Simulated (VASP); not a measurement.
# TaSi2 (P-6m2) in VASP: single point with PBE

Aim: the single point of TaSi2 with PBE.

All numbers are computed with VASP 6.6.1; they aren't measurements. Logs are shortened: lines on timing, memory, paths and dates and some standing lists are left out, and cuts for length are marked.

## (1) The cell of the first run

It takes space group P-6m2 (No. 187, hexagonal). The conventional cell has a = 2.991 Å, b = 2.991 Å, c = 6.351 Å, α = 90.00°, β = 90.00°, γ = 120.00°. Ta (site symmetry -6m2) has 6 Si at 2.65 Å and 6 Ta at 2.99 Å within 3.5 Å. Within 3.1 Å of Si (site symmetry 3m) lie 7 Si at 2.33 to 2.99 Å and 3 Ta at 2.65 Å.

## (2) Single point, PBE

Contents of INCAR:

```
SYSTEM = TaSi2
PREC = Accurate
ENCUT = 500
EDIFF = 1E-6
ISMEAR = 0
SIGMA = 0.2
LREAL = .False.
LASPH = .True.
NELM = 120
ALGO = Normal
ISIF = 2
LWAVE = .False.
LCHARG = .False.
GGA = PE
NBANDS = 16
GGA_COMPAT = .False.
```

Contents of KPOINTS:

```
Automatic mesh
0
Gamma
  7 7 4
  0 0 0
```

Contents of POSCAR:

```
TaSi2
1.0
    2.9910229499      0.0000000000      0.0000000000
   -1.4955114749      2.5903018579      0.0000000000
    0.0000000000      0.0000000000      6.3507669603
Ta Si
1 2
Direct
    0.0000000000      0.0000000000      0.5000000000
    0.6666666667      0.3333333333      0.8165933323
    0.6666666667      0.3333333333      0.1834066677
```

Potentials or basis: VASP PAW PBE potentials, release 64 (Ta_pv, Si).

Command:

```bash
$ cat potpaw_PBE.64/Ta_pv/POTCAR potpaw_PBE.64/Si/POTCAR > POTCAR
$ mpirun -np 1 vasp_std > vasp.out
```

OUTCAR:

```text
SYSTEM = TaSi2
   PREC = Accurate
   ENCUT = 500
   EDIFF = 1E-6
   ISMEAR = 0
   LREAL = .False.
   LASPH = .True.
   NELM = 120
   ISIF = 2
   GGA = PE

 ion  position               nearest neighbor table
   1  0.000  0.000  0.500-   2 2.65   3 2.65   2 2.65   3 2.65   2 2.65   3 2.65
   2  0.667  0.333  0.817-   3 2.33   1 2.65   1 2.65   1 2.65
   3  0.667  0.333  0.183-   2 2.33   1 2.65   1 2.65   1 2.65

  LATTYP: Found a hexagonal cell.
 ALAT       =     2.9910229499
 C/A-ratio  =     2.1232759048

  Lattice vectors:

 A1 = (   2.9910229499,   0.0000000000,   0.0000000000)
 A2 = (  -1.4955114749,   2.5903018579,   0.0000000000)
 A3 = (   0.0000000000,   0.0000000000,   6.3507669603)

Analysis of symmetry for initial positions (statically):
=====================================================================
 Subroutine PRICEL returns:
 Original cell was already a primitive cell.

 Routine SETGRP: Setting up the symmetry group for a
 hexagonal supercell.

 Subroutine GETGRP returns: Found 12 space group operations
 (whereof 12 operations were pure point group operations)
 out of a pool of 24 trial point group operations.

The static configuration has the point symmetry D_3h.

Analysis of symmetry for dynamics (positions and initial velocities):
=====================================================================
 Subroutine PRICEL returns:
 Original cell was already a primitive cell.

 Routine SETGRP: Setting up the symmetry group for a
 hexagonal supercell.

 Subroutine GETGRP returns: Found 12 space group operations
 (whereof 12 operations were pure point group operations)
 out of a pool of 24 trial point group operations.

The dynamic configuration has the point symmetry D_3h.

 Subroutine INISYM returns: Found 12 space group operations
 (whereof 12 operations are pure point group operations),
 and found     1 'primitive' translations

----------------------------------------------------------------------------------------

                                     Primitive cell

  volume of cell :      49.2035

  direct lattice vectors                    reciprocal lattice vectors
     2.991022950  0.000000000  0.000000000     0.334333777  0.193027696  0.000000000
    -1.495511475  2.590301858  0.000000000     0.000000000  0.386055392  0.000000000
     0.000000000  0.000000000  6.350766960     0.000000000  0.000000000  0.157461297

  length of vectors
     2.991022950  2.991022950  6.350766960     0.386055392  0.386055392  0.157461297

  position of ions in fractional coordinates (direct lattice)
     0.000000000  0.000000000  0.500000000
     0.666666667  0.333333333  0.816593332
     0.666666667  0.333333333  0.183406668

  ion indices of the primitive-cell ions
   primitive index   ion index
                 1           1
                 2           2
                 3           3

----------------------------------------------------------------------------------------

 KPOINTS: Automatic mesh

Automatic generation of k-mesh.
 Grid dimensions read from file:
 generate k-points for:    7    7    4

 Generating k-lattice:

  Cartesian coordinates                     Fractional coordinates (reciprocal lattice)
     0.047761968  0.027575385  0.000000000     0.142857143  0.000000000  0.000000000
     0.000000000  0.055150770  0.000000000     0.000000000  0.142857143  0.000000000
     0.000000000  0.000000000  0.039365324     0.000000000  0.000000000  0.250000000

  Length of vectors
     0.055150770  0.055150770  0.039365324

  Shift w.r.t. Gamma in fractional coordinates (k-lattice)
     0.000000000  0.000000000  0.000000000

 Subroutine IBZKPT returns following result:
 ===========================================

 Found     24 irreducible k-points:

 Following reciprocal coordinates:
            Coordinates               Weight
  0.000000  0.000000  0.000000      1.000000
  0.142857 -0.000000  0.000000      6.000000
  0.285714 -0.000000  0.000000      6.000000
  0.428571 -0.000000  0.000000      6.000000
  0.142857  0.142857  0.000000      6.000000
  0.285714  0.142857  0.000000     12.000000
[... 16 lines left out ...]
  0.428571  0.142857  0.500000      6.000000
  0.285714  0.285714  0.500000      6.000000
   k-points           NKPTS =     24   k-points in BZ     NKDIM =     24   number of bands    NBANDS=     16
   number of dos      NEDOS =    301   number of ions     NIONS =      3
   total plane-waves  NPLWV =  27648
   dimension x,y,z NGX =    24 NGY =   24 NGZ =   48
   dimension x,y,z NGXF=    48 NGYF=   48 NGZF=   96
   ions per type =               1   2
   NGX,Y,Z   is equivalent  to a cutoff of  13.34, 13.34, 12.57 a.u.
   NGXF,Y,Z  is equivalent  to a cutoff of  26.68, 26.68, 25.13 a.u.
 SYSTEM =  TaSi2
   PREC   = accura    normal or accurate (medium, high low for compatibility)
   ISTART =      0    job   : 0-new  1-cont  2-samecut
   ICHARG =      2    charge: 1-file 2-atom 10-const
   ISPIN  =      1    spin polarized calculation?
   LNONCOLLINEAR =      F non collinear calculations
   LSORBIT =      F    spin-orbit coupling
   LASPH  =      T    aspherical Exc in radial PAW
   ENCUT  =  500.0 eV  36.75 Ry    6.06 a.u.   5.45  5.45 11.58*2*pi/ulx,y,z
   NELM   =    120;   NELMIN=  2; NELMDL= -5     # of ELM steps
   EDIFF  = 0.1E-05   stopping-criterion for ELM
   LREAL  =      F    real-space projection
   EDIFFG = 0.1E-04   stopping-criterion for IOM
   NSW    =      0    number of steps for IOM
   IBRION =     -1    ionic relax: 0-MD 1-quasi-New 2-CG
   NFREE  =      0    steps in history (QN), initial steepest desc. (CG)
   ISIF   =      2    stress and relaxation
   ISYM   =      2    0-nonsym 1-usesym 2-fastsym
   POTIM  = 0.5000    time-step for ionic-motion
   TEBEG  =    0.0;   TEEND  =   0.0 temperature during run
   PSTRESS=    0.0 pullay stress
   NELECT =      19.0000    total number of electrons
   NUPDOWN=      -1.0000    fix difference up-down
   EMIN   =  10.00;   EMAX   =-10.00  energy-range for DOS
   EFERMI =   0.00;   METHOD = LEGACY
   ISMEAR =     0;   SIGMA  =   0.20  broadening in eV -4-tet -1-fermi 0-gaus
   EFERMI_NEDOS =   21; number of points for ismear=-14 and -15
   IALGO  =     38    algorithm
   IMIX   =      4    mixing-type and parameters
     AMIX     =   0.40;   BMIX     =  1.00
     AMIX_MAG =   1.60;   BMIX_MAG =  1.00
  volume/ion in A,a.u.               =      16.40       110.68
  Fermi-wavevector in a.u.,A,eV,Ry     =   1.192140  2.252818 19.336570  1.421198
  Thomas-Fermi vector in A             =   2.328185
   LORBIT       =      0    0 simple, 1 ext, 2 COOP (PROOUT), +10 PAW based schemes
   GGA     = PE    functional components
   LHFCALC =     F    Hartree Fock is set to
   AEXX    =    0.0000 exact exchange contribution
   IVDW    =     0    specifies the selected vdW correction
   LEPSILON=     F    determine dielectric tensor
   LRPA    =     F    only Hartree local field effects (RPA)
 non-spin polarized calculation
 Gauss-broadening in eV      SIGMA  =   0.20
  energy-cutoff  :      500.00
  volume of cell :       49.20
 maximum number of plane-waves:      1283
 NGX is ok and might be reduce to    24
   NGX = 11   NGY = 11   NGZ = 23

 number of electron      18.9999996 magnetization

 Free energy of the ion-electron system (eV)
  ---------------------------------------------------
  ext. energy  EPLUGINS =         0.00000000
  ---------------------------------------------------
  free energy    TOTEN  =       -22.75105340 eV

  energy without entropy =      -22.72272089  energy(sigma->0) =      -22.73688715

 E-fermi :   8.0526     XC(G=0): -11.4338

 val. band max:        8.0254795307   @ k =   0.0000   0.0000   0.5000
 cond. band min:       8.0536474240   @ k =   0.4286  -0.0000   0.5000
 fundamental gap:      0.0281678934
 Fermi energy:         8.0526313417

 k-point     1 :       0.0000    0.0000    0.0000
  band No.  band energies     occupation
      1     -26.5164      2.00000
      2     -25.9475      2.00000
      3     -25.9475      2.00000
      4      -4.5422      2.00000
      5      -0.9887      2.00000
      6       0.5863      2.00000
[... 8 lines left out ...]
     15      15.6197      0.00000
     16      16.1730      0.00000

 k-point     2 :       0.1429   -0.0000    0.0000
  band No.  band energies     occupation
      1     -26.4910      2.00000
      2     -26.1029      2.00000
      3     -25.9829      2.00000
      4      -4.0821      2.00000
      5      -0.6967      2.00000
      6       1.1740      2.00000
[... 8 lines left out ...]
     15      15.0378      0.00000
     16      15.1400      0.00000

 k-point     3 :       0.2857   -0.0000    0.0000
  band No.  band energies     occupation
      1     -26.4391      2.00000
      2     -26.4337      2.00000
      3     -26.0615      2.00000
      4      -2.7697      2.00000
      5       0.1147      2.00000
      6       2.5385      2.00000
[... 8 lines left out ...]
     15      13.7271      0.00000
     16      15.2871      0.00000

 k-point     4 :       0.4286   -0.0000    0.0000
  band No.  band energies     occupation
      1     -26.6969      2.00000
      2     -26.3872      2.00000
      3     -26.1237      2.00000
      4      -0.8454      2.00000
      5       1.1106      2.00000
      6       2.3963      2.00000
[... 8 lines left out ...]
     15      13.8331      0.00000
     16      14.6556      0.00000

 k-point     5 :       0.1429    0.1429    0.0000
  band No.  band energies     occupation
      1     -26.4496      2.00000
      2     -26.3259      2.00000
      3     -26.0626      2.00000
      4      -3.1946      2.00000
      5      -0.1386      2.00000
      6       2.2061      2.00000
[... 8 lines left out ...]
     15      13.9646      0.00000
     16      15.0278      0.00000

 k-point     6 :       0.2857    0.1429    0.0000
  band No.  band energies     occupation
      1     -26.5780      2.00000
      2     -26.3977      2.00000
      3     -26.1774      2.00000
      4      -1.5401      2.00000
      5       0.8460      2.00000
      6       3.4450      2.00000
[... 8 lines left out ...]
     15      13.8068      0.00000
     16      14.1800      0.00000

 k-point     7 :       0.4286    0.1429    0.0000
  band No.  band energies     occupation
      1     -26.6858      2.00000
      2     -26.3743      2.00000
      3     -26.2294      2.00000
      4       0.0617      2.00000
      5       1.5776      2.00000
      6       2.0779      2.00000
[... 8 lines left out ...]
     15      13.7182      0.00000
     16      14.7754      0.00000

 k-point     8 :       0.2857    0.2857    0.0000
  band No.  band energies     occupation
      1     -26.5824      2.00000
      2     -26.3794      2.00000
      3     -26.3687      2.00000
      4       0.1996      2.00000
      5       1.8826      2.00000
      6       3.2497      2.00000
[... 8 lines left out ...]
     15      12.1728      0.00000
     16      14.0854      0.00000

 k-point     9 :       0.0000    0.0000    0.2500
  band No.  band energies     occupation
      1     -26.5164      2.00000
      2     -25.9475      2.00000
      3     -25.9475      2.00000
      4      -4.2980      2.00000
      5      -2.0280      2.00000
      6       1.8747      2.00000
[... 8 lines left out ...]
     15      15.5895      0.00000
     16      16.2550      0.00000
[... 172 lines left out ...]
 k-point    19 :       0.2857   -0.0000    0.5000
  band No.  band energies     occupation
      1     -26.4391      2.00000
      2     -26.4338      2.00000
      3     -26.0616      2.00000
      4      -2.3673      2.00000
      5      -0.9540      2.00000
      6       3.9659      2.00000
[... 8 lines left out ...]
     15      13.1828      0.00000
     16      14.0361      0.00000

 k-point    20 :       0.4286   -0.0000    0.5000
  band No.  band energies     occupation
      1     -26.6969      2.00000
      2     -26.3873      2.00000
      3     -26.1237      2.00000
      4      -0.7933      2.00000
      5       0.9626      2.00000
      6       2.8353      2.00000
[... 8 lines left out ...]
     15      12.7048      0.00000
     16      13.2087      0.00000

 k-point    21 :       0.1429    0.1429    0.5000
  band No.  band energies     occupation
      1     -26.4497      2.00000
      2     -26.3259      2.00000
      3     -26.0626      2.00000
      4      -2.7281      2.00000
      5      -1.3999      2.00000
      6       4.0902      2.00000
[... 8 lines left out ...]
     15      12.6742      0.00000
     16      13.4680      0.00000

 k-point    22 :       0.2857    0.1429    0.5000
  band No.  band energies     occupation
      1     -26.5780      2.00000
      2     -26.3977      2.00000
      3     -26.1774      2.00000
      4      -1.3311      2.00000
      5       0.3391      2.00000
      6       3.8596      2.00000
[... 8 lines left out ...]
     15      12.4436      0.00000
     16      13.7207      0.00000

 k-point    23 :       0.4286    0.1429    0.5000
  band No.  band energies     occupation
      1     -26.6858      2.00000
      2     -26.3744      2.00000
      3     -26.2293      2.00000
      4      -0.1146      2.00000
      5       1.9046      2.00000
      6       2.5900      2.00000
[... 8 lines left out ...]
     15      13.1970      0.00000
     16      14.7266      0.00000

 k-point    24 :       0.2857    0.2857    0.5000
  band No.  band energies     occupation
      1     -26.5824      2.00000
      2     -26.3794      2.00000
      3     -26.3687      2.00000
      4       0.0822      2.00000
      5       2.1654      2.00000
      6       3.4521      2.00000
[... 8 lines left out ...]
     15      13.4619      0.00000
     16      15.4305      0.00000

------------------------ aborting loop because EDIFF is reached ----------------------------------------

  FORCE on cell =-STRESS in cart. coord.  units (eV):
  Direction    XX          YY          ZZ          XY          YZ          ZX
  --------------------------------------------------------------------------------------
  -------------------------------------------------------------------------------------
  Total       -0.0282739     -0.0282739      0.0295238     -0.0000000     -0.0000000      0.0000000
  in kB       -0.9206630     -0.9206630      0.9613619     -0.0000000     -0.0000000      0.0000000
  external PRESSURE =      -0.2933214 kB  Pullay stress =       0.0000000 kB

 VOLUME and BASIS-vectors are now :
 -----------------------------------------------------------------------------
  energy-cutoff  :      500.00
  volume of cell :       49.20
      direct lattice vectors                 reciprocal lattice vectors
     2.991022950  0.000000000  0.000000000     0.334333777  0.193027696  0.000000000
    -1.495511475  2.590301858  0.000000000     0.000000000  0.386055392  0.000000000
     0.000000000  0.000000000  6.350766960     0.000000000  0.000000000  0.157461297

 POSITION                                       TOTAL-FORCE (eV/Angst)
 -----------------------------------------------------------------------------------
      0.00000      0.00000      3.17538         0.000000     -0.000000      0.000000
      1.49551      0.86343      5.18599        -0.000000      0.000000     -0.022084
      1.49551      0.86343      1.16477         0.000000      0.000000      0.022084
 -----------------------------------------------------------------------------------
    total drift:                               -0.000000      0.000000     -0.000000

  FREE ENERGIE OF THE ION-ELECTRON SYSTEM (eV)
  ---------------------------------------------------
  free  energy   TOTEN  =       -22.7510534023 eV

  energy  without entropy=      -22.7227208929  energy(sigma->0) =      -22.73688715
```

Run time: 21 s. Hardware: 1 thread of Intel Xeon 8259CL, shared host; peak memory 0.17 GiB.

What came out:

| Property | Result |
| --- | --- |
| Free energy | -22.7511 eV |
| Pressure | 0.0 GPa |
| Largest force | 0.022 eV/Å |

Forces in eV/Å, atoms in the order of the input:
```
Ta   0.000  0.000  0.000
Si   0.000  0.000 -0.022
Si   0.000  0.000  0.022
```

Stress tensor (GPa, compression positive):
```
-0.09  0.00  0.00
 0.00 -0.09  0.00
 0.00  0.00  0.10
```

Levels at points of the mesh, in eV from the Fermi level:
```tsv
k point	band 7	band 8	band 9	band 10	band 11	band 12
(0.00, 0.00, 0.00)	-2.33	-0.04	-0.04	2.17	2.17	2.51
(0.00, 0.00, 0.50)	-3.91	-0.03	-0.03	2.10	2.10	2.27
```

Caveat: spin-orbit coupling is left out, which moves the levels of the heavy elements.
